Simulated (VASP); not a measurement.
# K (Fd-3m) in VASP: further runs

K is run at these levels: PBE; tasks: single point.

Program: VASP 6.6.1. These are calculated values, not measurements. Logs are shortened: lines on timing, memory, paths and dates and some standing lists are left out, and cuts for length are marked.

**1. The cell of the first run**

It takes space group Fd-3m (No. 227, cubic). The conventional cell has a = 9.762 Å, b = 9.762 Å, c = 9.762 Å, α = 90.00°, β = 90.00°, γ = 90.00°. Within 5.5 Å of K (site symmetry -43m) lie 4 K at 4.23 Å.

This isn't the form of K at room conditions, which is bcc.

**2. Single point, PBE (116.30 Å³/atom)**

The input, INCAR:

```
SYSTEM = K
  ALGO = Normal
  EDIFF = 1E-6
  ENCUT = 520
  GGA = PE
  ISIF = 2
  ISMEAR = -1
  LASPH = .True.
  LCHARG = .True.
  LELF = .True.
  LREAL = .False.
  LVHAR = .True.
  LWAVE = .False.
  NBANDS = 16
  NELM = 100
  PREC = Accurate
  SIGMA = 0.1
```

The input, KPOINTS:

```
k-points
0
Gamma
  9 9 9
  0 0 0
```

The input, POSCAR:

```
K
1.0
    0.0000000000      4.8812056634      4.8812056634
    4.8812056634      0.0000000000      4.8812056634
    4.8812056634      4.8812056634      0.0000000000
K
2
Direct
    0.1250000000      0.1250000000      0.1250000000
    0.8750000000      0.8750000000      0.8750000000
```

Potentials or basis: VASP PAW PBE potentials, release 64 (K_sv).

Started as:

```bash
$ cat potpaw_PBE.64/K_sv/POTCAR > POTCAR
$ mpirun -np 1 vasp_std > vasp.out
```

OUTCAR:

```text
SYSTEM = K
   EDIFF = 1E-6
   ENCUT = 520
   GGA = PE
   ISIF = 2
   ISMEAR = -1
   LASPH = .True.
   LREAL = .False.
   NELM = 100
   PREC = Accurate

 ion  position               nearest neighbor table
   1  0.125  0.125  0.125-
   2  0.875  0.875  0.875-

  LATTYP: Found a face centered cubic cell.
 ALAT       =     9.7624113268

  Lattice vectors:

 A1 = (   0.0000000000,   4.8812056634,   4.8812056634)
 A2 = (   4.8812056634,   0.0000000000,   4.8812056634)
 A3 = (   4.8812056634,   4.8812056634,   0.0000000000)

Analysis of symmetry for initial positions (statically):
=====================================================================
 Subroutine PRICEL returns:
 Original cell was already a primitive cell.

 Routine SETGRP: Setting up the symmetry group for a
 face centered cubic supercell.

 Subroutine GETGRP returns: Found 48 space group operations
 (whereof 12 operations were pure point group operations)
 out of a pool of 48 trial point group operations.

The static configuration has the point symmetry D_3d.
 The point group associated with its full space group is O_h .

Analysis of symmetry for dynamics (positions and initial velocities):
=====================================================================
 Subroutine PRICEL returns:
 Original cell was already a primitive cell.

 Routine SETGRP: Setting up the symmetry group for a
 face centered cubic supercell.

 Subroutine GETGRP returns: Found 48 space group operations
 (whereof 12 operations were pure point group operations)
 out of a pool of 48 trial point group operations.

The dynamic configuration has the point symmetry D_3d.
 The point group associated with its full space group is O_h .

 Subroutine INISYM returns: Found 48 space group operations
 (whereof 12 operations are pure point group operations),
 and found     1 'primitive' translations

----------------------------------------------------------------------------------------

                                     Primitive cell

  volume of cell :     232.6009

  direct lattice vectors                    reciprocal lattice vectors
     0.000000000  4.881205663  4.881205663    -0.102433709  0.102433709  0.102433709
     4.881205663  0.000000000  4.881205663     0.102433709 -0.102433709  0.102433709
     4.881205663  4.881205663  0.000000000     0.102433709  0.102433709 -0.102433709

  length of vectors
     6.903067250  6.903067250  6.903067250     0.177420388  0.177420388  0.177420388

  position of ions in fractional coordinates (direct lattice)
     0.125000000  0.125000000  0.125000000
     0.875000000  0.875000000  0.875000000

  ion indices of the primitive-cell ions
   primitive index   ion index
                 1           1
                 2           2

----------------------------------------------------------------------------------------

 KPOINTS: k-points

Automatic generation of k-mesh.
 Grid dimensions read from file:
 generate k-points for:    9    9    9

 Generating k-lattice:

  Cartesian coordinates                     Fractional coordinates (reciprocal lattice)
    -0.011381523  0.011381523  0.011381523     0.111111111  0.000000000  0.000000000
     0.011381523 -0.011381523  0.011381523     0.000000000  0.111111111  0.000000000
     0.011381523  0.011381523 -0.011381523     0.000000000  0.000000000  0.111111111

  Length of vectors
     0.019713376  0.019713376  0.019713376

  Shift w.r.t. Gamma in fractional coordinates (k-lattice)
     0.000000000  0.000000000  0.000000000

 Subroutine IBZKPT returns following result:
 ===========================================

 Found     35 irreducible k-points:

 Following reciprocal coordinates:
            Coordinates               Weight
  0.000000  0.000000  0.000000      1.000000
  0.111111  0.000000  0.000000      8.000000
  0.222222  0.000000  0.000000      8.000000
  0.333333  0.000000  0.000000      8.000000
  0.444444  0.000000  0.000000      8.000000
  0.111111  0.111111  0.000000      6.000000
[... 16 lines left out ...]
 -0.333333  0.333333  0.000000     12.000000
  0.444444  0.444444  0.000000      6.000000
 [... further k-points ...]
   k-points           NKPTS =     35   k-points in BZ     NKDIM =     35   number of bands    NBANDS=     16
   number of dos      NEDOS =    301   number of ions     NIONS =      2
   total plane-waves  NPLWV = 157464
   dimension x,y,z NGX =    54 NGY =   54 NGZ =   54
   dimension x,y,z NGXF=   108 NGYF=  108 NGZF=  108
   ions per type =               2
   NGX,Y,Z   is equivalent  to a cutoff of  13.00, 13.00, 13.00 a.u.
   NGXF,Y,Z  is equivalent  to a cutoff of  26.01, 26.01, 26.01 a.u.
 SYSTEM =  K
   PREC   = accura    normal or accurate (medium, high low for compatibility)
   ISTART =      0    job   : 0-new  1-cont  2-samecut
   ICHARG =      2    charge: 1-file 2-atom 10-const
   ISPIN  =      1    spin polarized calculation?
   LNONCOLLINEAR =      F non collinear calculations
   LSORBIT =      F    spin-orbit coupling
   LASPH  =      T    aspherical Exc in radial PAW
   ENCUT  =  520.0 eV  38.22 Ry    6.18 a.u.  12.84 12.84 12.84*2*pi/ulx,y,z
   NELM   =    100;   NELMIN=  2; NELMDL= -5     # of ELM steps
   EDIFF  = 0.1E-05   stopping-criterion for ELM
   LREAL  =      F    real-space projection
   EDIFFG = 0.1E-04   stopping-criterion for IOM
   NSW    =      0    number of steps for IOM
   IBRION =     -1    ionic relax: 0-MD 1-quasi-New 2-CG
   NFREE  =      0    steps in history (QN), initial steepest desc. (CG)
   ISIF   =      2    stress and relaxation
   ISYM   =      2    0-nonsym 1-usesym 2-fastsym
   POTIM  = 0.5000    time-step for ionic-motion
   TEBEG  =    0.0;   TEEND  =   0.0 temperature during run
   PSTRESS=    0.0 pullay stress
   NELECT =      18.0000    total number of electrons
   NUPDOWN=      -1.0000    fix difference up-down
   EMIN   =  10.00;   EMAX   =-10.00  energy-range for DOS
   EFERMI =   0.00;   METHOD = LEGACY
   ISMEAR =    -1;   SIGMA  =   0.10  broadening in eV -4-tet -1-fermi 0-gaus
   EFERMI_NEDOS =   21; number of points for ismear=-14 and -15
   IALGO  =     38    algorithm
   IMIX   =      4    mixing-type and parameters
     AMIX     =   0.40;   BMIX     =  1.00
     AMIX_MAG =   1.60;   BMIX_MAG =  1.00
  volume/ion in A,a.u.               =     116.30       784.83
  Fermi-wavevector in a.u.,A,eV,Ry     =   0.697635  1.318340  6.621891  0.486695
  Thomas-Fermi vector in A             =   1.781017
   LORBIT       =      0    0 simple, 1 ext, 2 COOP (PROOUT), +10 PAW based schemes
   GGA     = PE    functional components
[... 5 lines left out ...]
 non-spin polarized calculation
  energy-cutoff  :      520.00
  volume of cell :      232.60
 maximum number of plane-waves:      6295
 NGX is ok and might be reduce to    54
   NGX = 25   NGY = 25   NGZ = 25

 number of electron      17.9999998 magnetization

 Free energy of the ion-electron system (eV)
  ---------------------------------------------------
  ext. energy  EPLUGINS =         0.00000000
  ---------------------------------------------------
  free energy    TOTEN  =        -1.52559961 eV

  energy without entropy =       -1.47203912  energy(sigma->0) =       -1.49881937

 E-fermi :  -0.8799     XC(G=0):  -4.5643

 val. band max:       -0.8936324174   @ k =  -0.4444   0.1111   0.0000
 cond. band min:      -0.8402537203   @ k =  -0.4444   0.4444   0.0000
 fundamental gap:      0.0533786970
 Fermi energy:        -0.8798666930

 k-point     1 :       0.0000    0.0000    0.0000
  band No.  band energies     occupation
      1     -33.4842      2.00000
      2     -33.4738      2.00000
      3     -16.9821      2.00000
      4     -16.9821      2.00000
      5     -16.9821      2.00000
      6     -16.9313      2.00000
[... 8 lines left out ...]
     15       1.7461      0.00000
     16       1.8659      0.00000

 k-point     2 :       0.1111    0.0000    0.0000
  band No.  band energies     occupation
      1     -33.4839      2.00000
      2     -33.4740      2.00000
      3     -16.9828      2.00000
      4     -16.9828      2.00000
      5     -16.9819      2.00000
      6     -16.9316      2.00000
[... 8 lines left out ...]
     15       1.8141      0.00000
     16       1.8537      0.00000

 k-point     3 :       0.2222    0.0000    0.0000
  band No.  band energies     occupation
      1     -33.4833      2.00000
      2     -33.4746      2.00000
      3     -16.9843      2.00000
      4     -16.9843      2.00000
      5     -16.9813      2.00000
      6     -16.9326      2.00000
[... 8 lines left out ...]
     15       1.7039      0.00000
     16       2.0591      0.00000

 k-point     4 :       0.3333    0.0000    0.0000
  band No.  band energies     occupation
      1     -33.4824      2.00000
      2     -33.4755      2.00000
      3     -16.9860      2.00000
      4     -16.9860      2.00000
      5     -16.9805      2.00000
      6     -16.9336      2.00000
[... 8 lines left out ...]
     15       1.5810      0.00000
     16       2.2975      0.00000

 k-point     5 :       0.4444    0.0000    0.0000
  band No.  band energies     occupation
      1     -33.4817      2.00000
      2     -33.4762      2.00000
      3     -16.9870      2.00000
      4     -16.9870      2.00000
      5     -16.9800      2.00000
      6     -16.9344      2.00000
[... 8 lines left out ...]
     15       1.5233      0.00000
     16       2.4822      0.00000

 k-point     6 :       0.1111    0.1111    0.0000
  band No.  band energies     occupation
      1     -33.4838      2.00000
      2     -33.4741      2.00000
      3     -16.9835      2.00000
      4     -16.9835      2.00000
      5     -16.9807      2.00000
      6     -16.9329      2.00000
[... 8 lines left out ...]
     15       1.9291      0.00000
     16       1.9720      0.00000

 k-point     7 :       0.2222    0.1111    0.0000
  band No.  band energies     occupation
      1     -33.4833      2.00000
      2     -33.4746      2.00000
      3     -16.9851      2.00000
      4     -16.9851      2.00000
      5     -16.9792      2.00000
      6     -16.9345      2.00000
[... 8 lines left out ...]
     15       1.9259      0.00000
     16       2.0516      0.00000

 k-point     8 :       0.3333    0.1111    0.0000
  band No.  band energies     occupation
      1     -33.4825      2.00000
      2     -33.4754      2.00000
      3     -16.9870      2.00000
      4     -16.9868      2.00000
      5     -16.9778      2.00000
      6     -16.9361      2.00000
[... 8 lines left out ...]
     15       1.8414      0.00000
     16       2.1357      0.00000

 k-point     9 :       0.4444    0.1111    0.0000
  band No.  band energies     occupation
      1     -33.4816      2.00000
      2     -33.4763      2.00000
      3     -16.9887      2.00000
      4     -16.9877      2.00000
      5     -16.9768      2.00000
      6     -16.9374      2.00000
[... 8 lines left out ...]
     15       1.9121      0.00000
     16       2.3652      0.00000
[... 172 lines left out ...]
 k-point    19 :      -0.2222    0.2222    0.0000
  band No.  band energies     occupation
      1     -33.4820      2.00000
      2     -33.4759      2.00000
      3     -16.9900      2.00000
      4     -16.9863      2.00000
      5     -16.9755      2.00000
      6     -16.9385      2.00000
[... 8 lines left out ...]
     15       2.0359      0.00000
     16       2.0873      0.00000

 k-point    20 :       0.3333    0.3333    0.0000
  band No.  band energies     occupation
      1     -33.4816      2.00000
      2     -33.4763      2.00000
      3     -16.9900      2.00000
      4     -16.9900      2.00000
      5     -16.9698      2.00000
      6     -16.9444      2.00000
[... 8 lines left out ...]
     15       2.4139      0.00000
     16       2.4828      0.00000

 k-point    21 :       0.4444    0.3333    0.0000
  band No.  band energies     occupation
      1     -33.4807      2.00000
      2     -33.4772      2.00000
      3     -16.9915      2.00000
      4     -16.9910      2.00000
      5     -16.9661      2.00000
      6     -16.9482      2.00000
[... 8 lines left out ...]
     15       2.3712      0.00000
     16       2.5442      0.00000

 k-point    22 :      -0.4444    0.3333    0.0000
  band No.  band energies     occupation
      1     -33.4799      2.00000
      2     -33.4780      2.00000
      3     -16.9928      2.00000
      4     -16.9909      2.00000
      5     -16.9638      2.00000
      6     -16.9504      2.00000
[... 8 lines left out ...]
     15       2.2349      0.00000
     16       2.6156      0.00000

 k-point    23 :      -0.3333    0.3333    0.0000
  band No.  band energies     occupation
      1     -33.4803      2.00000
      2     -33.4777      2.00000
      3     -16.9931      2.00000
      4     -16.9897      2.00000
      5     -16.9666      2.00000
      6     -16.9476      2.00000
[... 8 lines left out ...]
     15       2.0628      0.00000
     16       2.4921      0.00000

 k-point    24 :       0.4444    0.4444    0.0000
  band No.  band energies     occupation
      1     -33.4799      2.00000
      2     -33.4780      2.00000
      3     -16.9920      2.00000
      4     -16.9920      2.00000
      5     -16.9616      2.00000
      6     -16.9528      2.00000
[... 8 lines left out ...]
     15       2.5880      0.00000
     16       2.5881      0.00000

 [... further k-points ...]

------------------------ aborting loop because EDIFF is reached ----------------------------------------

  FORCE on cell =-STRESS in cart. coord.  units (eV):
  Direction    XX          YY          ZZ          XY          YZ          ZX
  --------------------------------------------------------------------------------------
  -------------------------------------------------------------------------------------
  Total       -0.0769076     -0.0769076     -0.0769076      0.0000000     -0.0000000      0.0000000
  in kB       -0.5297470     -0.5297470     -0.5297470      0.0000000     -0.0000000      0.0000000
  external PRESSURE =      -0.5297470 kB  Pullay stress =       0.0000000 kB

 VOLUME and BASIS-vectors are now :
 -----------------------------------------------------------------------------
  energy-cutoff  :      520.00
  volume of cell :      232.60
      direct lattice vectors                 reciprocal lattice vectors
     0.000000000  4.881205663  4.881205663    -0.102433709  0.102433709  0.102433709
     4.881205663  0.000000000  4.881205663     0.102433709 -0.102433709  0.102433709
     4.881205663  4.881205663  0.000000000     0.102433709  0.102433709 -0.102433709

 POSITION                                       TOTAL-FORCE (eV/Angst)
 -----------------------------------------------------------------------------------
      1.22030      1.22030      1.22030        -0.000000      0.000000      0.000000
      8.54211      8.54211      8.54211         0.000000     -0.000000     -0.000000
 -----------------------------------------------------------------------------------
    total drift:                               -0.000000      0.000000     -0.000000

  FREE ENERGIE OF THE ION-ELECTRON SYSTEM (eV)
  ---------------------------------------------------
  free  energy   TOTEN  =        -1.5255996119 eV

  energy  without entropy=       -1.4720391209  energy(sigma->0) =       -1.49881937
```

Run time: 3.9 min. Hardware: 1 thread of Intel Xeon 8259CL, shared host; peak memory 0.44 GiB.

Results:

* Free energy: -1.5256 eV
* Pressure: -0.1 GPa
* Band gap on the k mesh: zero (bands 9 and 10 overlap by 0.09 eV)

**3. Single point, PBE (120.77 Å³/atom)**

This run uses another cell than the first one, of 120.77 Å³/atom.

The input, INCAR:

```
SYSTEM = K
ALGO = Normal ; EDIFF = 1E-6
ENCUT = 520 ; GGA = PE
ISIF = 2 ; ISMEAR = -1
LASPH = .TRUE. ; LCHARG = .TRUE.
LELF = .TRUE. ; LREAL = .FALSE.
LVHAR = .TRUE. ; LWAVE = .FALSE.
NBANDS = 16 ; NELM = 80
PREC = Accurate ; SIGMA = 0.1
```

The input, KPOINTS:

```
k-points
0
G
  9 9 9
  0 0 0
```

The input, POSCAR:

```
K
1.0
    0.0000000000      4.9429996368      4.9429996368
    4.9429996368      0.0000000000      4.9429996368
    4.9429996368      4.9429996368      0.0000000000
K
2
Direct
    0.1250000000      0.1250000000      0.1250000000
    0.8750000000      0.8750000000      0.8750000000
```

Potentials or basis: VASP PAW PBE potentials, release 64 (K_sv).

Started as:

```bash
$ cat potpaw_PBE.64/K_sv/POTCAR > POTCAR
$ mpirun -np 1 vasp_std > vasp.out
```

OUTCAR:

```text
SYSTEM = K
   EDIFF = 1E-6
   ENCUT = 520
   GGA = PE
   ISIF = 2
   ISMEAR = -1
   LASPH = .TRUE.
   LREAL = .FALSE.
   NELM = 80
   PREC = Accurate

 ion  position               nearest neighbor table
   1  0.125  0.125  0.125-
   2  0.875  0.875  0.875-

  LATTYP: Found a face centered cubic cell.
 ALAT       =     9.8859992736

  Lattice vectors:

 A1 = (   0.0000000000,   4.9429996368,   4.9429996368)
[... 641 lines left out ...]

 [... further k-points ...]

------------------------ aborting loop because EDIFF is reached ----------------------------------------

  FORCE on cell =-STRESS in cart. coord.  units (eV):
  Direction    XX          YY          ZZ          XY          YZ          ZX
  --------------------------------------------------------------------------------------
  -------------------------------------------------------------------------------------
  Total       -0.1362276     -0.1362276     -0.1362276     -0.0000000     -0.0000000     -0.0000000
  in kB       -0.9035955     -0.9035955     -0.9035955     -0.0000000     -0.0000000     -0.0000000
  external PRESSURE =      -0.9035955 kB  Pullay stress =       0.0000000 kB

 VOLUME and BASIS-vectors are now :
 -----------------------------------------------------------------------------
  energy-cutoff  :      520.00
  volume of cell :      241.55
      direct lattice vectors                 reciprocal lattice vectors
     0.000000000  4.942999637  4.942999637    -0.101153153  0.101153153  0.101153153
     4.942999637  0.000000000  4.942999637     0.101153153 -0.101153153  0.101153153
     4.942999637  4.942999637  0.000000000     0.101153153  0.101153153 -0.101153153

 POSITION                                       TOTAL-FORCE (eV/Angst)
 -----------------------------------------------------------------------------------
      1.23575      1.23575      1.23575         0.000000      0.000000      0.000000
      8.65025      8.65025      8.65025        -0.000000     -0.000000     -0.000000
 -----------------------------------------------------------------------------------
    total drift:                               -0.000000      0.000000     -0.000000

  FREE ENERGIE OF THE ION-ELECTRON SYSTEM (eV)
  ---------------------------------------------------
  free  energy   TOTEN  =        -1.5220945190 eV

  energy  without entropy=       -1.4683598574  energy(sigma->0) =       -1.49522719
```

OSZICAR:

```text
N       E                     dE             d eps       ncg     rms          rms(c)
DAV:   1     0.110294443523E+03    0.11029E+03   -0.70616E+03  1144   0.820E+02
DAV:   2     0.743182166058E+01   -0.10286E+03   -0.10099E+03  1336   0.237E+02
DAV:   3    -0.105553831739E+01   -0.84874E+01   -0.84509E+01  1992   0.491E+01
DAV:   4    -0.151462941095E+01   -0.45909E+00   -0.45889E+00  1640   0.878E+00
DAV:   5    -0.152222405610E+01   -0.75946E-02   -0.75942E-02  1784   0.984E-01    0.136E+00
DAV:   6    -0.152193878753E+01    0.28527E-03   -0.23882E-03  1728   0.290E-01    0.866E-01
DAV:   7    -0.152196846113E+01   -0.29674E-04   -0.39199E-03  1624   0.301E-01    0.633E-02
DAV:   8    -0.152206706845E+01   -0.98607E-04   -0.53856E-04  1848   0.154E-01    0.303E-02
DAV:   9    -0.152209141835E+01   -0.24350E-04   -0.22734E-05  1696   0.249E-02    0.144E-02
DAV:  10    -0.152209356063E+01   -0.21423E-05   -0.22058E-05  1624   0.277E-02    0.481E-03
DAV:  11    -0.152209451905E+01   -0.95841E-06   -0.16878E-06  1168   0.482E-03
   1 F= -.15220945E+01 E0= -.14952272E+01  d E =-.537347E-01
```

It took 4.3 min on 1 thread of Intel Xeon 8259CL, shared host; peak memory 0.44 GiB.

Results:

```
Free energy            : -1.5221 eV
Pressure               : -0.1 GPa
Band gap on the k mesh : zero (bands 9 and 10 overlap by 0.05 eV)
```

(Continued in part 2 of 2.)
